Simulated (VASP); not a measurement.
# F (Cmce) in VASP: further runs

The runs below take F through single point, with PBEsol.

Program: VASP 6.6.1. These are calculated values, not measurements. Logs are shortened: lines on timing, memory, paths and dates and some standing lists are left out, and cuts for length are marked.

## (1) The cell of the first run

The structure is orthorhombic, space group Cmce (No. 64). The conventional cell has a = 6.868 Å, b = 4.309 Å, c = 6.376 Å, α = 90.00°, β = 90.00°, γ = 90.00°. F (site symmetry m) has 1 F at 1.44 Å within 1.9 Å.

## (2) Single point, PBEsol (strain -0.0300 x Voigt [1, -1, 0, 0, 0, 0])

INCAR

```
PREC     = Accurate       # precision mode
ENCUT    = 520            # plane-wave cutoff, eV
EDIFF    = 1E-6           # SCF threshold, eV
ISMEAR   = 0              # smearing method
SIGMA    = 0.05           # smearing width, eV
LREAL    = False          # projectors in reciprocal space
LASPH    = True           # aspherical terms in the spheres
NELM     = 60             # most SCF steps
ALGO     = Normal         # electronic algorithm
ISIF     = 2              # what is computed and relaxed
LWAVE    = False          # write WAVECAR
LCHARG   = True           # write CHGCAR
GGA      = PS             # functional
LELF     = True           # ELF
LVHAR    = True         
NBANDS   = 22             # bands
```

KPOINTS

```
regular mesh
0
Gamma
  6 6 4
```

POSCAR

```
F
1.0
    3.4339144600     -2.1546580300      0.0000000000
    3.4339144600      2.1546580300      0.0000000000
    0.0000000000      0.0000000000      6.3757260000
F
4
Direct
    0.9125420000      0.0874580000      0.0960130000
    0.5874580000      0.4125420000      0.5960130000
    0.4125420000      0.5874580000      0.4039870000
    0.0874580000      0.9125420000      0.9039870000
```

Potentials or basis: VASP PAW PBE potentials, release 64 (F).

Started as:

```console
$ cat potpaw_PBE.64/F/POTCAR > POTCAR
$ mpirun -np 1 vasp_std > vasp.out
```

OUTCAR:

```text
PREC = Accurate
   ENCUT = 520
   EDIFF = 1E-6
   ISMEAR = 0
   LREAL = False
   LASPH = True
   NELM = 60
   ISIF = 2
   GGA = PS

 ion  position               nearest neighbor table
   1  0.913  0.087  0.096-   4 1.44
   2  0.587  0.413  0.596-   3 1.44
   3  0.413  0.587  0.404-   2 1.44
   4  0.087  0.913  0.904-   1 1.44

  LATTYP: Found a base centered orthorhombic cell.
 ALAT       =     4.3093160600
 B/A-ratio  =     1.5937166883
 C/A-ratio  =     1.4795215554

  Lattice vectors:

 A1 = (  -3.4339144600,  -2.1546580300,   0.0000000000)
 A2 = (   3.4339144600,  -2.1546580300,   0.0000000000)
 A3 = (   0.0000000000,   0.0000000000,   6.3757260000)

Analysis of symmetry for initial positions (statically):
=====================================================================
 Subroutine PRICEL returns:
 Original cell was already a primitive cell.

 Routine SETGRP: Setting up the symmetry group for a
 base centered orthorhombic supercell.

 Subroutine GETGRP returns: Found  8 space group operations
 (whereof  4 operations were pure point group operations)
 out of a pool of  8 trial point group operations.

The static configuration has the point symmetry C_2h.
 The point group associated with its full space group is D_2h.

Analysis of symmetry for dynamics (positions and initial velocities):
=====================================================================
 Subroutine PRICEL returns:
 Original cell was already a primitive cell.

 Routine SETGRP: Setting up the symmetry group for a
 base centered orthorhombic supercell.

 Subroutine GETGRP returns: Found  8 space group operations
 (whereof  4 operations were pure point group operations)
 out of a pool of  8 trial point group operations.

The dynamic configuration has the point symmetry C_2h.
 The point group associated with its full space group is D_2h.

 Subroutine INISYM returns: Found  8 space group operations
 (whereof  4 operations are pure point group operations),
 and found     1 'primitive' translations

----------------------------------------------------------------------------------------

                                     Primitive cell

  volume of cell :      94.3469

  direct lattice vectors                    reciprocal lattice vectors
     3.433914460 -2.154658030  0.000000000     0.145606423 -0.232055386  0.000000000
     3.433914460  2.154658030  0.000000000     0.145606423  0.232055386  0.000000000
     0.000000000  0.000000000  6.375726000     0.000000000  0.000000000  0.156844883

  length of vectors
     4.053926460  4.053926460  6.375726000     0.273954252  0.273954252  0.156844883

  position of ions in fractional coordinates (direct lattice)
     0.912542000  0.087458000  0.096013000
     0.587458000  0.412542000  0.596013000
     0.412542000  0.587458000  0.403987000
     0.087458000  0.912542000  0.903987000

  ion indices of the primitive-cell ions
   primitive index   ion index
                 1           1
                 2           2
                 3           3
                 4           4

----------------------------------------------------------------------------------------

 KPOINTS: regular mesh

Automatic generation of k-mesh.
 Grid dimensions read from file:
 generate k-points for:    6    6    4

 Generating k-lattice:

  Cartesian coordinates                     Fractional coordinates (reciprocal lattice)
     0.024267737 -0.038675898  0.000000000     0.166666667 -0.000000000  0.000000000
     0.024267737  0.038675898  0.000000000    -0.000000000  0.166666667  0.000000000
     0.000000000  0.000000000  0.039211221     0.000000000  0.000000000  0.250000000

  Length of vectors
     0.045659042  0.045659042  0.039211221

  Shift w.r.t. Gamma in fractional coordinates (k-lattice)
     0.000000000  0.000000000  0.000000000

 Subroutine IBZKPT returns following result:
 ===========================================

 Found     39 irreducible k-points:

 Following reciprocal coordinates:
            Coordinates               Weight
  0.000000  0.000000  0.000000      1.000000
  0.166667  0.000000  0.000000      4.000000
  0.333333  0.000000  0.000000      4.000000
  0.500000  0.000000  0.000000      2.000000
  0.166667  0.166667  0.000000      2.000000
  0.333333  0.166667  0.000000      4.000000
[... 16 lines left out ...]
  0.333333  0.333333  0.250000      4.000000
  0.500000  0.333333  0.250000      8.000000
 [... further k-points ...]
   k-points           NKPTS =     39   k-points in BZ     NKDIM =     39   number of bands    NBANDS=     22
   number of dos      NEDOS =    301   number of ions     NIONS =      4
   total plane-waves  NPLWV =  43200
   dimension x,y,z NGX =    30 NGY =   30 NGZ =   48
   dimension x,y,z NGXF=    60 NGYF=   60 NGZF=   96
   ions per type =               4
   NGX,Y,Z   is equivalent  to a cutoff of  12.30, 12.30, 12.52 a.u.
   NGXF,Y,Z  is equivalent  to a cutoff of  24.61, 24.61, 25.03 a.u.
 SYSTEM =  unknown system
   PREC   = accura    normal or accurate (medium, high low for compatibility)
   ISTART =      0    job   : 0-new  1-cont  2-samecut
   ICHARG =      2    charge: 1-file 2-atom 10-const
   ISPIN  =      1    spin polarized calculation?
   LNONCOLLINEAR =      F non collinear calculations
   LSORBIT =      F    spin-orbit coupling
   LASPH  =      T    aspherical Exc in radial PAW
   ENCUT  =  520.0 eV  38.22 Ry    6.18 a.u.   7.54  7.54 11.85*2*pi/ulx,y,z
   NELM   =     60;   NELMIN=  2; NELMDL= -5     # of ELM steps
   EDIFF  = 0.1E-05   stopping-criterion for ELM
   LREAL  =      F    real-space projection
   EDIFFG = 0.1E-04   stopping-criterion for IOM
   NSW    =      0    number of steps for IOM
   IBRION =     -1    ionic relax: 0-MD 1-quasi-New 2-CG
   NFREE  =      0    steps in history (QN), initial steepest desc. (CG)
   ISIF   =      2    stress and relaxation
   ISYM   =      2    0-nonsym 1-usesym 2-fastsym
   POTIM  = 0.5000    time-step for ionic-motion
   TEBEG  =    0.0;   TEEND  =   0.0 temperature during run
   PSTRESS=    0.0 pullay stress
   NELECT =      28.0000    total number of electrons
   NUPDOWN=      -1.0000    fix difference up-down
   EMIN   =  10.00;   EMAX   =-10.00  energy-range for DOS
   EFERMI =   0.00;   METHOD = LEGACY
   ISMEAR =     0;   SIGMA  =   0.05  broadening in eV -4-tet -1-fermi 0-gaus
   EFERMI_NEDOS =   21; number of points for ismear=-14 and -15
   IALGO  =     38    algorithm
   IMIX   =      4    mixing-type and parameters
     AMIX     =   0.40;   BMIX     =  1.00
     AMIX_MAG =   1.60;   BMIX_MAG =  1.00
  volume/ion in A,a.u.               =      23.59       159.17
  Fermi-wavevector in a.u.,A,eV,Ry     =   1.091989  2.063560 16.224138  1.192440
  Thomas-Fermi vector in A             =   2.228246
   LORBIT       =      0    0 simple, 1 ext, 2 COOP (PROOUT), +10 PAW based schemes
   GGA     = PS    functional components
   LHFCALC =     F    Hartree Fock is set to
   AEXX    =    0.0000 exact exchange contribution
   IVDW    =     0    specifies the selected vdW correction
   LEPSILON=     F    determine dielectric tensor
   LRPA    =     F    only Hartree local field effects (RPA)
 non-spin polarized calculation
 Gauss-broadening in eV      SIGMA  =   0.05
  energy-cutoff  :      520.00
  volume of cell :       94.35
 maximum number of plane-waves:      2564
   NGX = 15   NGY = 15   NGZ = 23

 number of electron      27.9999995 magnetization

 Free energy of the ion-electron system (eV)
  ---------------------------------------------------
  ext. energy  EPLUGINS =         0.00000000
  ---------------------------------------------------
  free energy    TOTEN  =        -7.76809918 eV

  energy without entropy =       -7.76809918  energy(sigma->0) =       -7.76809918

 E-fermi :  -6.3816     XC(G=0):  -5.9468

 val. band max:       -6.6529938589   @ k =   0.5000   0.5000   0.0000
 cond. band min:      -3.7467254276   @ k =   0.0000   0.0000   0.0000
 fundamental gap:      2.9062684314
 Fermi energy:        -6.3816090593

 k-point     1 :       0.0000    0.0000    0.0000
  band No.  band energies     occupation
      1     -31.0037      2.00000
      2     -30.9293      2.00000
      3     -25.0883      2.00000
      4     -24.9325      2.00000
      5     -12.7809      2.00000
      6     -12.5170      2.00000
[... 14 lines left out ...]
     21      11.3947      0.00000
     22      11.9075      0.00000

 k-point     2 :       0.1667    0.0000    0.0000
  band No.  band energies     occupation
      1     -30.9970      2.00000
      2     -30.9325      2.00000
      3     -25.0791      2.00000
      4     -24.9441      2.00000
      5     -12.7683      2.00000
      6     -12.5374      2.00000
[... 14 lines left out ...]
     21      10.7812      0.00000
     22      11.3186      0.00000

 k-point     3 :       0.3333    0.0000    0.0000
  band No.  band energies     occupation
      1     -30.9796      2.00000
      2     -30.9424      2.00000
      3     -25.0524      2.00000
      4     -24.9747      2.00000
      5     -12.7289      2.00000
      6     -12.5929      2.00000
[... 14 lines left out ...]
     21       9.1421      0.00000
     22       9.3937      0.00000

 k-point     4 :       0.5000    0.0000    0.0000
  band No.  band energies     occupation
      1     -30.9590      2.00000
      2     -30.9590      2.00000
      3     -25.0142      2.00000
      4     -25.0142      2.00000
      5     -12.6650      2.00000
      6     -12.6650      2.00000
[... 14 lines left out ...]
     21       7.8400      0.00000
     22       7.8400      0.00000

 k-point     5 :       0.1667    0.1667    0.0000
  band No.  band energies     occupation
      1     -31.0009      2.00000
      2     -30.9279      2.00000
      3     -25.0858      2.00000
      4     -24.9335      2.00000
      5     -12.7741      2.00000
      6     -12.5209      2.00000
[... 14 lines left out ...]
     21      10.1809      0.00000
     22      10.2584      0.00000

 k-point     6 :       0.3333    0.1667    0.0000
  band No.  band energies     occupation
      1     -30.9926      2.00000
      2     -30.9306      2.00000
      3     -25.0748      2.00000
      4     -24.9466      2.00000
      5     -12.7563      2.00000
      6     -12.5447      2.00000
[... 14 lines left out ...]
     21       8.5673      0.00000
     22      10.3666      0.00000

 k-point     7 :       0.5000    0.1667    0.0000
  band No.  band energies     occupation
      1     -30.9760      2.00000
      2     -30.9415      2.00000
      3     -25.0481      2.00000
      4     -24.9776      2.00000
      5     -12.7152      2.00000
      6     -12.6032      2.00000
[... 324 lines left out ...]
      6     -12.6129      2.00000
[... 14 lines left out ...]
     21       8.6284      0.00000
     22       9.2679      0.00000

 k-point    21 :      -0.3333    0.1667    0.2500
  band No.  band energies     occupation
      1     -30.9600      2.00000
      2     -30.9581      2.00000
      3     -25.0169      2.00000
      4     -25.0124      2.00000
      5     -12.6629      2.00000
      6     -12.6477      2.00000
[... 14 lines left out ...]
     21       8.2673      0.00000
     22       9.6871      0.00000

 k-point    22 :      -0.1667    0.1667    0.2500
  band No.  band energies     occupation
      1     -30.9756      2.00000
      2     -30.9483      2.00000
      3     -25.0427      2.00000
      4     -24.9850      2.00000
      5     -12.7085      2.00000
      6     -12.6029      2.00000
[... 14 lines left out ...]
     21       8.9252      0.00000
     22      10.2036      0.00000

 k-point    23 :       0.3333    0.3333    0.2500
  band No.  band energies     occupation
      1     -30.9851      2.00000
      2     -30.9355      2.00000
      3     -25.0601      2.00000
      4     -24.9574      2.00000
      5     -12.7300      2.00000
      6     -12.5669      2.00000
[... 14 lines left out ...]
     21       8.9765      0.00000
     22      10.0485      0.00000

 k-point    24 :       0.5000    0.3333    0.2500
  band No.  band energies     occupation
      1     -30.9793      2.00000
      2     -30.9373      2.00000
      3     -25.0530      2.00000
      4     -24.9666      2.00000
      5     -12.7166      2.00000
      6     -12.5807      2.00000
[... 14 lines left out ...]
     21       8.7982      0.00000
     22       9.2648      0.00000

 [... further k-points ...]

------------------------ aborting loop because EDIFF is reached ----------------------------------------

  FORCE on cell =-STRESS in cart. coord.  units (eV):
  Direction    XX          YY          ZZ          XY          YZ          ZX
  --------------------------------------------------------------------------------------
  -------------------------------------------------------------------------------------
  Total       -0.2804218     -1.0361827     -2.0242920      0.0000000     -0.0000000      0.0000000
  in kB       -4.7620596    -17.5962228    -34.3760748      0.0000000     -0.0000000      0.0000000
  external PRESSURE =     -18.9114524 kB  Pullay stress =       0.0000000 kB

 VOLUME and BASIS-vectors are now :
 -----------------------------------------------------------------------------
  energy-cutoff  :      520.00
  volume of cell :       94.35
      direct lattice vectors                 reciprocal lattice vectors
     3.433914460 -2.154658030  0.000000000     0.145606423 -0.232055386  0.000000000
     3.433914460  2.154658030  0.000000000     0.145606423  0.232055386  0.000000000
     0.000000000  0.000000000  6.375726000     0.000000000  0.000000000  0.156844883

 POSITION                                       TOTAL-FORCE (eV/Angst)
 -----------------------------------------------------------------------------------
      3.43391     -1.77777      0.61215         0.000000     -0.448493     -0.727420
      3.43391     -0.37688      3.80002         0.000000      0.448493     -0.727420
      3.43391      0.37688      2.57571         0.000000     -0.448493      0.727420
      3.43391      1.77777      5.76357         0.000000      0.448493      0.727420
 -----------------------------------------------------------------------------------
    total drift:                               -0.000000     -0.000000     -0.000000

  FREE ENERGIE OF THE ION-ELECTRON SYSTEM (eV)
  ---------------------------------------------------
  free  energy   TOTEN  =        -7.7680991847 eV

  energy  without entropy=       -7.7680991847  energy(sigma->0) =       -7.76809918
```

It took 25 s on 1 thread of Intel Xeon 6975P-C (Granite Rapids), shared host; peak memory 0.21 GiB.

What came out:

```yaml
Free_energy: -7.7681 eV
Pressure: -1.9 GPa
Largest_force: 0.855 eV/Å
Band_gap_on_the_k_mesh: 2.91 eV (least direct gap 2.91 eV)
```

Forces in eV/Å, atoms in the order of the input:
```
F    0.000 -0.448 -0.727
F    0.000  0.448 -0.727
F    0.000 -0.448  0.727
F    0.000  0.448  0.727
```

Caveat: the cell differs from its parent crystal (strain -0.0300 x Voigt [1, -1, 0, 0, 0, 0]); the PAW data sets were made with another functional, which shifts forces and pressure a little. A k mesh can miss the band edges.

## (3) Single point, PBEsol (strain +0.0150 x Voigt [1, -1, 0, 0, 0, 0])

INCAR

```
SYSTEM = F
  ALGO = Normal
  EDIFF = 1E-6
  ENCUT = 520
  GGA = PS
  ISIF = 2
  ISMEAR = 0
  LASPH = .TRUE.
  LCHARG = .TRUE.
  LELF = .TRUE.
  LREAL = .FALSE.
  LVHAR = .TRUE.
  LWAVE = .FALSE.
  NBANDS = 22
  NELM = 100
  PREC = Accurate
  SIGMA = 0.05
```

KPOINTS

```
k-points
0
G
  6 6 4
  0 0 0
```

Edit POSCAR of step 2 so:

```diff
@@ -2,4 +2,4 @@
 1.0
-    3.4339144600     -2.1546580300      0.0000000000
-    3.4339144600      2.1546580300      0.0000000000
+    3.5932197700     -2.0605224850      0.0000000000
+    3.5932197700      2.0605224850      0.0000000000
     0.0000000000      0.0000000000      6.3757260000
```

Potentials or basis: VASP PAW PBE potentials, release 64 (F).

Started as:

```console
$ cat potpaw_PBE.64/F/POTCAR > POTCAR
$ mpirun -np 1 vasp_std > vasp.out
```

It took 23 s on 1 thread of Intel Xeon 6975P-C (Granite Rapids), shared host; peak memory 0.21 GiB.

The run converged. Its results:

| Property | Result |
| --- | --- |
| Free energy | -7.7912 eV |
| Pressure | -0.9 GPa |
| Largest force | 0.280 eV/Å |
| Band gap on the k mesh | 3.08 eV |

Forces in eV/Å, atoms in the order of the input:
```
F    0.000 -0.141 -0.242
F    0.000  0.141 -0.242
F    0.000 -0.141  0.242
F    0.000  0.141  0.242
```

Stress tensor (GPa, compression positive):
```
-0.48  0.00  0.00
 0.00 -0.92  0.00
 0.00  0.00 -1.36
```

Levels at points of the mesh, in eV from the valence-band top:
| k point | band 10 | band 11 | band 12 | band 13 | band 14 | band 15 | band 16 | band 17 | band 18 | band 19 |
| --- | --- | --- | --- | --- | --- | --- | --- | --- | --- | --- |
| (0.00, 0.00, 0.00) | -3.35 | -0.39 | -0.17 | -0.06 | 0.00 | 3.08 | 3.45 | 8.41 | 11.58 | 12.35 |
| (0.50, 0.00, 0.00) | -3.45 | -0.16 | -0.16 | -0.13 | -0.13 | 3.28 | 3.28 | 11.42 | 11.42 | 14.27 |
| (0.50, 0.50, 0.00) | -3.39 | -0.40 | -0.29 | -0.02 | 0.00 | 3.13 | 3.43 | 10.89 | 12.35 | 13.65 |
| (0.00, 0.00, 0.50) | -3.41 | -0.20 | -0.20 | -0.11 | -0.11 | 3.22 | 3.22 | 9.41 | 9.41 | 15.76 |
| (0.50, 0.00, 0.50) | -3.46 | -0.15 | -0.15 | -0.10 | -0.10 | 3.28 | 3.28 | 12.19 | 12.19 | 12.19 |
| (0.50, 0.50, 0.50) | -3.44 | -0.21 | -0.21 | -0.15 | -0.15 | 3.26 | 3.26 | 11.64 | 11.64 | 13.20 |

Caveat: the cell differs from its parent crystal (strain +0.0150 x Voigt [1, -1, 0, 0, 0, 0]); this functional lacks dispersion, which holds the molecules together, so the pressure and a relaxed volume are unreliable; the PAW data sets were made with another functional, which shifts forces and pressure a little. A k mesh can miss the band edges.

(Part 1 of 2 ends here.)
